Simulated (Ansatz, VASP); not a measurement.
Two plane-wave programs on KAgCl2

Contents of POSCAR:

```
KAgCl2
1.0
    2.0982415919      1.2114203479      6.6716870356
   -2.0982415919      1.2114203479      6.6716870356
    0.0000000000     -2.4228406959      6.6716870356
K Ag Cl
1 1 2
Direct
    1.0000000000      0.0000000000      0.0000000000
    0.5000000000      0.5000000000      0.5000000000
    0.2383450504      0.2383450504      0.2383450504
    0.7616549496      0.7616549496      0.7616549496
```

File INCAR.step1:

```
PREC = Accurate ; ENCUT = 520
ISMEAR = 0 ; SIGMA = 0.01
LREAL = False ; LASPH = True
NELM = 100 ; NBANDS = 25
GGA = PE ; ALGO = Normal
EDIFF = 1E-4 ; LWAVE = True
LCHARG = False
```

File INCAR.step2:

```
PREC = Accurate ; ENCUT = 520
EDIFF = 1E-6 ; ISMEAR = 0
SIGMA = 0.01 ; LREAL = False
LASPH = True ; NELM = 100
ALGO = Normal ; ISIF = 2
LWAVE = False ; LCHARG = False
METAGGA = R2SCAN ; LMIXTAU = True
NBANDS = 25 ; ISTART = 1
```

The input KPOINTS:

```
regular mesh
0
Gamma
  8 8 8
```

Input for Ansatz:

```yaml
crystal:
  lattice:
    - [2.0982415919, 1.2114203479, 6.6716870356]
    - [-2.0982415919, 1.2114203479, 6.6716870356]
    - [0.0, -2.4228406959, 6.6716870356]
  atoms:
    - { symbol: K, position: [1.0, 0.0, 0.0] }
    - { symbol: Ag, position: [0.5, 0.5, 0.5] }
    - { symbol: Cl, position: [0.2383450504, 0.2383450504, 0.2383450504] }
    - { symbol: Cl, position: [0.7616549496, 0.7616549496, 0.7616549496] }
kpoints:
  mp_grid: { grid: [8, 8, 8] }
  band_path:
    path:
      - [0.0, 0.0, 0.0]
      - [0.5, 0.5, 0.5]
      - [0.8113533612, 0.1886466388, 0.5]
      - [0.5, -0.1886466388, 0.1886466388]
      - [0.5, 0.0, 0.0]
      - [0.3443233194, -0.3443233194, 0.0]
      - [0.6556766806, 0.0, 0.3443233194]
      - [0.5, 0.0, 0.5]
    npoints: 1
hamiltonian:
  xc: r2scan
scf:
  occupations: { method: fixed }
  n_extra_bands: 5
output:
  forces: true
  stress: true
  eigenvalues: true
```

Alike in both runs: task single point; functional r2SCAN; k mesh 8 × 8 × 8; no spin polarisation.

|  | VASP | Ansatz |
| --- | --- | --- |
| version | VASP 6.6.1 | Ansatz 0.2.0 |
| potentials or method | VASP PAW PBE potentials, release 64 (K_sv, Ag, Cl) | plane waves, PAW |
| plane-wave cutoff (eV) | 520 | 500 |
| occupations | gaussian, width 0.01 eV | fixed |
| valence electrons in the cell | 34 | 42 |

|  | VASP | Ansatz | Ansatz less VASP |
| --- | --- | --- | --- |
| gap on the k mesh at the Fermi level (eV) | 3.08 | 3.12 | +0.043 |
| pressure (GPa) | 0.0 | 0.0 | +0.05 |

VASP's potentials were made for PBE, not for r2SCAN. VASP's potentials hold 34 valence electrons a cell and Ansatz's 42, so a difference there can come from the potentials and not from the codes.
